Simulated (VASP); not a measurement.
# In6O: single point with PBE

Crystal: In6O.

```xyz
7
Lattice="0.0000 4.4943 4.4943 4.4943 0.0000 4.4943 4.4943 4.4943 0.0000" Properties=species:S:1:pos:R:3 pbc="T T T"
In    0.0000    2.2472    2.2472
In    4.4943    2.2472    2.2472
In    2.2472    0.0000    2.2472
In    2.2472    4.4943    2.2472
In    2.2472    2.2472    0.0000
In    2.2472    2.2472    4.4943
O     4.4943    4.4943    4.4943
```

The cell was built from a structure type or drawn by symmetry, and may not be a known phase.

| Property | Result |
| --- | --- |
| Program | VASP 6.6.1 |
| Task | single point |
| Functional | PBE |
| Potentials or basis | VASP PAW PBE potentials, release 64 (In_d, O) |
| Cutoff | 600 eV |
| k mesh | 3 × 3 × 3 |
| Occupations | gaussian, width 0.2 eV |
| Spin | no spin polarisation |

```
Pressure               : -0.2 GPa
Band gap on the k mesh : zero (bands 42 and 43 overlap by 1.23 eV)
```

Levels at points of the mesh, in eV from the Fermi level:
```
           k point  band 39  band 40  band 41  band 42  band 43  band 44  band 45  band 46
(0.00, 0.00, 0.00)    -3.10    -1.42    -1.42    -1.42    -1.22    -1.22     0.77     0.77
```

Run time: 3.9 min on 1 thread of Intel Xeon 8259CL, with other jobs on the host, peak memory 0.4 GiB.

Caveat: the k points lie up to 0.40 Å⁻¹ apart, too coarse for converged energies and pressures of a metal; spin-orbit coupling is left out, which moves the levels of the heavy elements.
